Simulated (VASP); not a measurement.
A run of VASP 6.6.1 is set up as follows.

Contents of INCAR:

```
SYSTEM = Ti3Al
  ALGO = Normal
  EDIFF = 1E-6
  ENCUT = 520
  GGA = CA
  ISIF = 2
  ISMEAR = -1
  LASPH = .TRUE.
  LCHARG = .FALSE.
  LREAL = .FALSE.
  LWAVE = .FALSE.
  NBANDS = 28
  NELM = 60
  PREC = Accurate
  SIGMA = 0.1
```

File KPOINTS:

```
k-points
0
G
  8 8 3
  0 0 0
```

The input POSCAR:

```
Ti3Al
1.0
    2.8595610175      0.0000000000      0.0000000000
   -1.4297805088      2.4764524848      0.0000000000
    0.0000000000      0.0000000000      9.0592118161
Ti Al
3 1
Direct
    0.6666666667      0.3333333333      0.0000000000
    0.3333333333      0.6666666667      0.7511522963
    0.3333333333      0.6666666667      0.2488477037
    0.6666666667      0.3333333333      0.5000000000
```

Potentials or basis: VASP PAW LDA potentials, release 64 (Ti_sv, Al).

The run is started by

```bash
$ cat potpaw_LDA.64/Ti_sv/POTCAR potpaw_LDA.64/Al/POTCAR > POTCAR
$ mpirun -np 1 vasp_std > vasp.out
```

Q: What does it give for the pressure?

A: 0.0 GPa.

Q: Estimate the largest force.

A: 0.008 eV/Å.

Stress tensor (GPa, compression positive):
```
-0.07  0.00  0.00
 0.00 -0.07  0.00
 0.00  0.00  0.01
```
